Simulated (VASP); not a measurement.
A run of VASP 6.6.1:

POSCAR

```
InAg3
1.0
    4.2147490200      0.0000000000      0.0000000000
    0.0000000000      4.2147490200      0.0000000000
    0.0000000000      0.0000000000      4.2147490200
In Ag
1 3
Direct
    0.0000000000      0.0000000000      0.0000000000
    0.0000000000      0.5000000000      0.5000000000
    0.5000000000      0.0000000000      0.5000000000
    0.5000000000      0.5000000000      0.0000000000
```

File INCAR.step1:

```
SYSTEM = InAg3
ALGO = Normal ; EDIFF = 1E-4
ENCUT = 520 ; GGA = PE
ISMEAR = -1 ; LASPH = .TRUE.
LCHARG = .FALSE. ; LREAL = .FALSE.
LWAVE = .TRUE. ; NELM = 100
PREC = Accurate ; SIGMA = 0.1
```

Contents of INCAR.step2:

```
SYSTEM = InAg3
ALGO = Normal ; EDIFF = 1E-6
EDIFFG = -0.01 ; ENCUT = 520
IBRION = 2 ; ISIF = 2
ISMEAR = -1 ; ISTART = 1
LASPH = .TRUE. ; LCHARG = .FALSE.
LMIXTAU = .TRUE. ; LREAL = .FALSE.
LWAVE = .FALSE. ; METAGGA = R2SCAN
NELM = 100 ; NSW = 50
PREC = Accurate ; SIGMA = 0.1
```

The input KPOINTS:

```
k-points
0
G
  8 8 8
  0 0 0
```

Potentials or basis: VASP PAW PBE potentials, release 64 (In_d, Ag).

Run with:

```sh
$ cat potpaw_PBE.64/In_d/POTCAR potpaw_PBE.64/Ag/POTCAR > POTCAR
$ cp INCAR.step1 INCAR
$ mpirun -np 1 vasp_std > vasp.out
$ cp INCAR.step2 INCAR
$ mpirun -np 1 vasp_std > vasp.out
```

Hardware: 1 thread of Oxide Virtual Turin-like Processor, on a shared host.

Task: How long does it take, and how much memory?

Result: Wall time 6 min on 1 thread of Oxide Virtual Turin-like Processor, on a shared host, peak memory 0.19 GiB. Counts: k points 35, ion steps 1.
